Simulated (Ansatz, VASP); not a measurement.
Two plane-wave programs on MgO

```xyz
2
Lattice="0.0105 2.1085 2.1085 2.1085 0.0105 2.1085 2.1190 2.1190 0.0000" Properties=species:S:1:pos:R:3 pbc="T T T"
Mg    0.0000    0.0000    0.0000
O     2.1190    2.1190    2.1085
```

Alike in both runs: task single point; functional LDA; k mesh 8 × 8 × 8; occupations fermi-dirac, width 0.02 eV; no spin polarisation.

|  | VASP | Ansatz |
| --- | --- | --- |
| version | VASP 6.6.1 | Ansatz 0.2.0 |
| potentials or method | VASP PAW LDA potentials, release 64 (Mg, O), cutoff 600 eV | plane waves, PAW |
| valence electrons in the cell | 8 | 16 |

VASP gave:

* pressure (GPa): -8.5
* traceless stress, the component that is largest in VASP (GPa): -1.48

Q: Which values does Ansatz return?

A: Pressure (GPa): -6.5; traceless stress, the component that is largest in VASP (GPa): -1.46.

LDA's correlation is that of Perdew and Zunger in VASP and of Perdew and Wang (1992) in Ansatz. VASP's potentials hold 8 valence electrons a cell and Ansatz's 16, so a difference there can come from the potentials and not from the codes.
